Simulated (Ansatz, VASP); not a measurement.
## Two plane-wave programs on Cu

```xyz
1
Lattice="-1.3981 1.3981 1.3981 1.3981 -1.3981 1.3981 1.3981 1.3981 -1.3981" Properties=species:S:1:pos:R:3 pbc="T T T"
Cu    0.0000    0.0000    0.0000
```

Alike in both runs: functional LDA; k mesh 19 × 19 × 19; occupations fermi-dirac, width 0.08 eV; no spin polarisation.

Ansatz relaxed the structure, and its values are those at the end. VASP's run is a single point on that final structure, the one shown.

|  | VASP | Ansatz |
| --- | --- | --- |
| version | VASP 6.6.1 | Ansatz 0.2.0 |
| potentials or method | VASP PAW LDA potentials, release 64 (Cu) | PAW with Ansatz's default frozen-core files, scalar-relativistic |
| plane-wave cutoff (eV) | 520 | 420 |
| valence electrons in the cell | 11 | 19 |

```tsv
	VASP	Ansatz	Ansatz less VASP
pressure (GPa)	0.9	0.0	-0.86
```

LDA's correlation is that of Perdew and Zunger in VASP and of Perdew and Wang (1992) in Ansatz. VASP's potentials hold 11 valence electrons a cell and Ansatz's 19, so a difference there can come from the potentials and not from the codes.
